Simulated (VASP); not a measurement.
# Ag (Fm-3m) in VASP: relaxation of cell and atoms with PBE

Aim: the relaxation of cell and atoms of Ag with PBE.

Program: VASP 6.6.1. These are calculated values, not measurements. Logs are shortened: lines on timing, memory, paths and dates and some standing lists are left out, and cuts for length are marked.

### Step 1. The cell of the first run

It takes space group Fm-3m (No. 225, cubic). The conventional cell has a = 6.393 Å, b = 6.393 Å, c = 6.393 Å, α = 90.00°, β = 90.00°, γ = 90.00°. Within 3.6 Å of Ag (site symmetry -43m) lie 10 Ag at 2.77 to 3.20 Å. Ag (site symmetry m-3m) has 8 Ag at 2.77 Å within 3.6 Å.

The cell was generated, and may not be a known phase.

### Step 2. Relaxation of cell and atoms, PBE

The input, INCAR:

```
PREC = Accurate
ENCUT = 600
EDIFF = 1E-6
ISMEAR = 0
SIGMA = 0.1
LREAL = F
LASPH = T
NELM = 80
ALGO = Fast
ISIF = 3
LWAVE = F
LCHARG = F
GGA = PE
IBRION = 2
NSW = 100
EDIFFG = -0.01
```

The input, KPOINTS:

```
Automatic mesh
0
Gamma
  12 12 12
```

The input, POSCAR:

```
Ag
1.0
    0.0000000000      3.1964972441      3.1964972441
    3.1964972441      0.0000000000      3.1964972441
    3.1964972441      3.1964972441      0.0000000000
Ag
3
Direct
    0.2500000000      0.2500000000      0.2500000000
    0.7500000000      0.7500000000      0.7500000000
    0.0000000000      0.0000000000      0.0000000000
```

Potentials or basis: VASP PAW PBE potentials, release 64 (Ag).

Started as:

```console
cat potpaw_PBE.64/Ag/POTCAR > POTCAR
mpirun -np 1 vasp_std > vasp.out
```

OUTCAR:

```text
PREC = Accurate
   ENCUT = 600
   EDIFF = 1E-6
   ISMEAR = 0
   LREAL = F
   LASPH = T
   NELM = 80
   ISIF = 3
   GGA = PE
   IBRION = 2
   NSW = 100
   EDIFFG = -0.01

 ion  position               nearest neighbor table
   1  0.250  0.250  0.250-   3 2.77   3 2.77   3 2.77   3 2.77   2 3.20   2 3.20   2 3.20   2 3.20
                             2 3.20   2 3.20
   2  0.750  0.750  0.750-   3 2.77   3 2.77   3 2.77   3 2.77   1 3.20   1 3.20   1 3.20   1 3.20
                             1 3.20   1 3.20
   3  0.000  0.000  0.000-   1 2.77   2 2.77   2 2.77   2 2.77   2 2.77   1 2.77   1 2.77   1 2.77

  LATTYP: Found a face centered cubic cell.
 ALAT       =     6.3929944882

  Lattice vectors:

 A1 = (   0.0000000000,   3.1964972441,   3.1964972441)
 A2 = (   3.1964972441,   0.0000000000,   3.1964972441)
 A3 = (   3.1964972441,   3.1964972441,   0.0000000000)

Analysis of symmetry for initial positions (statically):
=====================================================================
 Subroutine PRICEL returns:
 Original cell was already a primitive cell.

 Routine SETGRP: Setting up the symmetry group for a
 face centered cubic supercell.

 Subroutine GETGRP returns: Found 48 space group operations
 (whereof 48 operations were pure point group operations)
 out of a pool of 48 trial point group operations.

The static configuration has the point symmetry O_h .

Analysis of symmetry for dynamics (positions and initial velocities):
=====================================================================
 Subroutine PRICEL returns:
 Original cell was already a primitive cell.

 Routine SETGRP: Setting up the symmetry group for a
 face centered cubic supercell.

 Subroutine GETGRP returns: Found 48 space group operations
 (whereof 48 operations were pure point group operations)
 out of a pool of 48 trial point group operations.

The dynamic configuration has the point symmetry O_h .

 Subroutine INISYM returns: Found 48 space group operations
 (whereof 48 operations are pure point group operations),
 and found     1 'primitive' translations

----------------------------------------------------------------------------------------

                                     Primitive cell

  volume of cell :      65.3210

  direct lattice vectors                    reciprocal lattice vectors
     0.000000000  3.196497244  3.196497244    -0.156421220  0.156421220  0.156421220
     3.196497244  0.000000000  3.196497244     0.156421220 -0.156421220  0.156421220
     3.196497244  3.196497244  0.000000000     0.156421220  0.156421220 -0.156421220

  length of vectors
     4.520529755  4.520529755  4.520529755     0.270929501  0.270929501  0.270929501

  position of ions in fractional coordinates (direct lattice)
     0.250000000  0.250000000  0.250000000
     0.750000000  0.750000000  0.750000000
     0.000000000  0.000000000  0.000000000

  ion indices of the primitive-cell ions
   primitive index   ion index
                 1           1
                 2           2
                 3           3

----------------------------------------------------------------------------------------

 KPOINTS: Automatic mesh

Automatic generation of k-mesh.
 Grid dimensions read from file:
 generate k-points for:   12   12   12

 Generating k-lattice:

  Cartesian coordinates                     Fractional coordinates (reciprocal lattice)
    -0.013035102  0.013035102  0.013035102     0.083333333  0.000000000  0.000000000
     0.013035102 -0.013035102  0.013035102     0.000000000  0.083333333  0.000000000
     0.013035102  0.013035102 -0.013035102     0.000000000  0.000000000  0.083333333

[... 58 lines left out ...]
   EDIFFG = -.1E-01   stopping-criterion for IOM
   NSW    =    100    number of steps for IOM
   IBRION =      2    ionic relax: 0-MD 1-quasi-New 2-CG
   NFREE  =      1    steps in history (QN), initial steepest desc. (CG)
   ISIF   =      3    stress and relaxation
   ISYM   =      2    0-nonsym 1-usesym 2-fastsym
   POTIM  = 0.5000    time-step for ionic-motion
   TEBEG  =    0.0;   TEEND  =   0.0 temperature during run
   PSTRESS=    0.0 pullay stress
   NELECT =      33.0000    total number of electrons
   NUPDOWN=      -1.0000    fix difference up-down
   EMIN   =  10.00;   EMAX   =-10.00  energy-range for DOS
   EFERMI =   0.00;   METHOD = LEGACY
   ISMEAR =     0;   SIGMA  =   0.10  broadening in eV -4-tet -1-fermi 0-gaus
   EFERMI_NEDOS =   21; number of points for ismear=-14 and -15
   IALGO  =     68    algorithm
   IMIX   =      4    mixing-type and parameters
     AMIX     =   0.40;   BMIX     =  1.00
     AMIX_MAG =   1.60;   BMIX_MAG =  1.00
  volume/ion in A,a.u.               =      21.77       146.94
  Fermi-wavevector in a.u.,A,eV,Ry     =   1.303853  2.463924 23.130332  1.700031
  Thomas-Fermi vector in A             =   2.434827
   LORBIT       =      0    0 simple, 1 ext, 2 COOP (PROOUT), +10 PAW based schemes
   GGA     = PE    functional components
   LHFCALC =     F    Hartree Fock is set to
   AEXX    =    0.0000 exact exchange contribution
   IVDW    =     0    specifies the selected vdW correction
   LEPSILON=     F    determine dielectric tensor
   LRPA    =     F    only Hartree local field effects (RPA)
 conjugate gradient relaxation of ions
 non-spin polarized calculation
 RMM-DIIS sequential band-by-band and
 Gauss-broadening in eV      SIGMA  =   0.10
  energy-cutoff  :      600.00
  volume of cell :       65.32
 maximum number of plane-waves:      2202
   NGX = 19   NGY = 19   NGZ = 19

--------------------------------------- Ionic step        1  -------------------------------------------

 number of electron      32.9999999 magnetization

 Free energy of the ion-electron system (eV)
  ---------------------------------------------------
  ext. energy  EPLUGINS =         0.00000000
  ---------------------------------------------------
  free energy    TOTEN  =        -7.28418864 eV

  energy without entropy =       -7.27993987  energy(sigma->0) =       -7.28206426

------------------------ aborting loop because EDIFF is reached ----------------------------------------

  FORCE on cell =-STRESS in cart. coord.  units (eV):
  Direction    XX          YY          ZZ          XY          YZ          ZX
  --------------------------------------------------------------------------------------
  -------------------------------------------------------------------------------------
  Total       -0.1872565     -0.1872565     -0.1872565      0.0000000      0.0000000      0.0000000
  in kB       -4.5929782     -4.5929782     -4.5929782      0.0000000      0.0000000      0.0000000
  external PRESSURE =      -4.5929782 kB  Pullay stress =       0.0000000 kB

 VOLUME and BASIS-vectors are now :
 -----------------------------------------------------------------------------
  energy-cutoff  :      600.00
  volume of cell :       65.32
      direct lattice vectors                 reciprocal lattice vectors
     0.000000000  3.196497244  3.196497244    -0.156421220  0.156421220  0.156421220
     3.196497244  0.000000000  3.196497244     0.156421220 -0.156421220  0.156421220
     3.196497244  3.196497244  0.000000000     0.156421220  0.156421220 -0.156421220

 POSITION                                       TOTAL-FORCE (eV/Angst)
 -----------------------------------------------------------------------------------
      1.59825      1.59825      1.59825        -0.000000      0.000000     -0.000000
      4.79475      4.79475      4.79475         0.000000     -0.000000      0.000000
      0.00000      0.00000      0.00000         0.000000      0.000000      0.000000
 -----------------------------------------------------------------------------------
    total drift:                                0.000000      0.000000      0.000000

  FREE ENERGIE OF THE ION-ELECTRON SYSTEM (eV)
  ---------------------------------------------------
  free  energy   TOTEN  =        -7.2841886435 eV

  energy  without entropy=       -7.2799398741  energy(sigma->0) =       -7.28206426

--------------------------------------- Ionic step        2  -------------------------------------------

 number of electron      33.0000004 magnetization

 Free energy of the ion-electron system (eV)
  ---------------------------------------------------
  ext. energy  EPLUGINS =         0.00000000
  ---------------------------------------------------
  free energy    TOTEN  =        -7.28498642 eV

  energy without entropy =       -7.28071320  energy(sigma->0) =       -7.28284981

 E-fermi :   5.5545     XC(G=0): -10.6817

 val. band max:        5.5089821415   @ k =   0.5000   0.2500   0.0833
 cond. band min:       5.5627404821   @ k =  -0.3333   0.3333   0.0000
 fundamental gap:      0.0537583406
 Fermi energy:         5.5544882782

 k-point     1 :       0.0000    0.0000    0.0000
  band No.  band energies     occupation
      1      -0.7414      2.00000
      2       0.0854      2.00000
      3       0.0854      2.00000
      4       0.7019      2.00000
      5       0.7019      2.00000
      6       0.7019      2.00000
[... 541 lines left out ...]
     19       9.7457      0.00000
     20      11.7259      0.00000

 [... further k-points ...]

------------------------ aborting loop because EDIFF is reached ----------------------------------------

  FORCE on cell =-STRESS in cart. coord.  units (eV):
  Direction    XX          YY          ZZ          XY          YZ          ZX
  --------------------------------------------------------------------------------------
  -------------------------------------------------------------------------------------
  Total       -0.0171251     -0.0171251     -0.0171251      0.0000000     -0.0000000     -0.0000000
  in kB       -0.4238567     -0.4238567     -0.4238567      0.0000000     -0.0000000     -0.0000000
  external PRESSURE =      -0.4238567 kB  Pullay stress =       0.0000000 kB

 VOLUME and BASIS-vectors are now :
 -----------------------------------------------------------------------------
  energy-cutoff  :      600.00
  volume of cell :       64.73
      direct lattice vectors                 reciprocal lattice vectors
    -0.000000000  3.186871794  3.186871794    -0.156893666  0.156893666  0.156893666
     3.186871794  0.000000000  3.186871794     0.156893666 -0.156893666  0.156893666
     3.186871794  3.186871794  0.000000000     0.156893666  0.156893666 -0.156893666

 POSITION                                       TOTAL-FORCE (eV/Angst)
 -----------------------------------------------------------------------------------
      1.59344      1.59344      1.59344         0.000000     -0.000000      0.000000
      4.78031      4.78031      4.78031         0.000000      0.000000      0.000000
      3.18687      3.18687      0.00000        -0.000000     -0.000000     -0.000000
 -----------------------------------------------------------------------------------
    total drift:                                0.000000      0.000000      0.000000

  FREE ENERGIE OF THE ION-ELECTRON SYSTEM (eV)
  ---------------------------------------------------
  free  energy   TOTEN  =        -7.2849864198 eV

  energy  without entropy=       -7.2807131958  energy(sigma->0) =       -7.28284981

 reached required accuracy - stopping structural energy minimisation
```

It took 3.5 min on 1 thread of Intel Xeon 8259CL, shared host; peak memory 0.27 GiB.

What came out:

| Quantity | Value |
| --- | --- |
| Free energy | -7.2850 eV |
| Relaxed volume | 21.58 Å³/atom |
| Relaxed cell | a = 4.507 Å, b = 4.507 Å, c = 4.507 Å, α = 60.00°, β = 60.00°, γ = 60.00° |
| Space group after relaxing (to 0.1 Å) | Fm-3m (No. 225) |
| Energy gained by relaxing | 0.3 meV/atom |
| Ionic steps | 2 |
| Pressure after relaxing | 0.0 GPa |
| Band gap on the k mesh | zero (an odd number of electrons rules out a gap without spin polarisation) |

The path:
| step | energy change (eV) | largest force (eV/Å) | pressure (GPa) | volume (Å³) |
| --- | --- | --- | --- | --- |
| 1 | 0.0000 | 0.0000 | -0.46 | 65.32 |
| 2 | -0.0008 | 0.0000 | -0.04 | 64.73 |

Final structure:
```
CELL_PARAMETERS angstrom
0.00000 3.18687 3.18687
3.18687 0.00000 3.18687
3.18687 3.18687 0.00000
ATOMIC_POSITIONS crystal
Ag 0.25000 0.25000 0.25000
Ag 0.75000 0.75000 0.75000
Ag 0.00000 0.00000 0.00000
```

The gap in the log of VASP goes by the Fermi energy; the results here count the filled bands.